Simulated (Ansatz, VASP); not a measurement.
# One calculation of LiH, two programs

```
Li H
1.0
     0.00000    1.99847    1.99847
     2.10739    0.00000    1.99847
     2.10739    1.99847    0.00000
Li H
1 1
Direct
  0.00000 0.00000 0.00000
  0.50000 0.50000 0.50000
```

Change from the starting cell: uniaxial_x strain +5.5%.

Alike in both runs: task single point; functional PBE; k mesh 10 × 10 × 10; occupations fermi-dirac, width 0.02 eV; no spin polarisation.

|  | VASP | Ansatz |
| --- | --- | --- |
| version | VASP 6.6.1 | Ansatz 0.2.0 |
| potentials or method | VASP PAW PBE potentials, release 64 (Li_sv, H) | plane waves, PAW |
| plane-wave cutoff (eV) | 520 | 420 |
| valence electrons in the cell | 4 | 4 |

Ansatz gave:

| Property | Result |
| --- | --- |
| gap on the k mesh at the Fermi level (eV) | 2.45 |

Problem. What did VASP give for the same quantities?

Solution. gap on the k mesh at the Fermi level (eV): 2.44.

With one functional, cell and mesh, what is left measures potentials, basis and numerics.

Noted on VASP's run: the cutoff is short for stress, so the pressure is rough.
